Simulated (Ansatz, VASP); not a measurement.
# One calculation of Al2Cu, two programs

```
CELL_PARAMETERS angstrom
-3.05645 3.05645 2.51035
3.05645 -3.05645 2.51035
3.05645 3.05645 -2.51035
ATOMIC_POSITIONS crystal
Al 0.15932 0.65932 0.81864
Al 0.65932 0.84068 0.50000
Al 0.84068 0.34068 0.18136
Al 0.34068 0.15932 0.50000
Cu 0.75000 0.75000 0.00000
Cu 0.25000 0.25000 0.00000
```

Alike in both runs: task single point; functional PBEsol; k mesh 10 × 10 × 10; occupations gaussian, width 0.15 eV; no spin polarisation.

```csv
,VASP,Ansatz
version,VASP 6.6.1,Ansatz 0.2.0
potentials or method,"VASP PAW PBE potentials, release 64 (Al, Cu), cutoff 520 eV","scalar-relativistic, plane waves, PAW"
valence electrons in the cell,34,50
```

Ansatz gave:

| Quantity | Value |
| --- | --- |
| gap on the k mesh at the Fermi level (eV) | none |
| pressure (GPa) | -7.2 |
| traceless stress, the component that is largest in VASP (GPa) | -1.41 |
| rms of the force components (eV/Å) | 0.042 |

Task: What did VASP give for the same quantities?

Result: gap on the k mesh at the Fermi level (eV): none; pressure (GPa): -7.0; traceless stress, the component that is largest in VASP (GPa): -1.37; rms of the force components (eV/Å): 0.042.

VASP's potentials were made for PBE, not for PBEsol, and Ansatz warns of the same on its side. Atom by atom the forces differ by 0.001 eV/Å (rms over components). A gap of «none» marks a metal or a gap that the smearing closes. With one functional, cell and mesh, what is left measures potentials, basis and numerics. VASP's potentials hold 34 valence electrons a cell and Ansatz's 50, so a difference there can come from the potentials and not from the codes.
